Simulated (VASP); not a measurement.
Write the native input for VASP 6.6.1 that does the following.

| Quantity | Value |
| --- | --- |
| Task | single point |
| Functional | PBE |
| Potentials or basis | VASP PAW PBE potentials, release 64 (Si, S) |
| Cutoff | 520 eV |
| k mesh | 6 × 6 × 6 |
| Occupations | gaussian, width 0.1 eV |
| Spin | no spin polarisation |
| Dipole correction | no |
| Further INCAR settings | ALGO = Normal; EDIFF = 1e-07; NBANDS = 21 |

The structure of Si2S3 lies in POSCAR:

```
Si2S3
1.0
    1.7333839729      1.0007697034      9.1800680033
   -1.7333839729      1.0007697034      9.1800680033
    0.0000000000     -2.0015394067      9.1800680033
Si S
2 3
Direct
    0.3869735877      0.3869735877      0.3869735877
    0.6130264123      0.6130264123      0.6130264123
    0.0000000000      0.0000000000      0.0000000000
    0.2355340966      0.2355340966      0.2355340966
    0.7644659034      0.7644659034      0.7644659034
```

The input as run:

INCAR

```
PREC = Accurate
ENCUT = 520
EDIFF = 1E-7
ISMEAR = 0
SIGMA = 0.1
LREAL = False
LASPH = True
NELM = 80
ALGO = Normal
ISIF = 2
LWAVE = False
LCHARG = False
GGA = PE
NBANDS = 21
```

KPOINTS

```
regular mesh
0
Gamma
  6 6 6
```

Potentials or basis: VASP PAW PBE potentials, release 64 (Si, S).

Run with:

```console
$ cat potpaw_PBE.64/Si/POTCAR potpaw_PBE.64/S/POTCAR > POTCAR
$ mpirun -np 1 vasp_std > vasp.out
```

It gave:

| Quantity | Value |
| --- | --- |
| Pressure | -0.1 GPa |
| Largest force | 0.007 eV/Å |
| Band gap on the k mesh | zero (bands 13 and 14 overlap by 0.26 eV) |

It took 4.1 min on 1 thread of AMD EPYC 9R45 96-Core Processor (Zen 5), on a shared host, peak memory 0.6 GiB.
